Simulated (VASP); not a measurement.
Write the native input for VASP 6.6.1 that does the following.

- Task: single point
- Functional: PBE
- Potentials or basis: VASP PAW PBE potentials, release 64 (Si, F)
- Cutoff: 600 eV
- k mesh: 7 × 7 × 5
- Occupations: gaussian, width 0.2 eV
- Spin: no spin polarisation
- Dipole correction: no
- Further INCAR settings: ALGO = Normal; EDIFF = 1e-06; NBANDS = 12

The structure of SiF lies in POSCAR:

```
SiF
1.0
    2.5111825319      0.0000000000      0.0000000000
    0.0000000000      2.5111825319      0.0000000000
    0.0000000000      0.0000000000      4.2121371678
Si F
1 1
Direct
    0.5000000000      0.5000000000      0.8072660823
    0.0000000000      0.0000000000      0.4301684777
```

The cell was built from a structure type or drawn by symmetry, and may not be a known phase.

These files were run (other wordings do the same):

INCAR

```
SYSTEM = SiF
PREC = Accurate
ENCUT = 600
EDIFF = 1E-6
ISMEAR = 0
SIGMA = 0.2
LREAL = .False.
LASPH = .True.
NELM = 120
ALGO = Normal
ISIF = 2
LWAVE = .False.
LCHARG = .False.
GGA = PE
NBANDS = 12
GGA_COMPAT = .False.
```

KPOINTS

```
regular mesh
0
Gamma
  7 7 5
  0 0 0
```

Potentials or basis: VASP PAW PBE potentials, release 64 (Si, F).

Launch:

```console
$ cat potpaw_PBE.64/Si/POTCAR potpaw_PBE.64/F/POTCAR > POTCAR
$ mpirun -np 1 vasp_std > vasp.out
```

It gave:

```
Pressure               : 0.0 GPa
Largest force          : 0.009 eV/Å
Band gap on the k mesh : zero (an odd number of electrons rules out a gap without spin polarisation)
```

Caveat: an odd number of electrons without spin polarisation forces a metal; a magnetic or distorted state may lie lower.

It took 3.9 s on 1 thread of Intel(R) Xeon(R) 6975P-C (Granite Rapids), with other jobs on the host, peak memory 0.13 GiB.
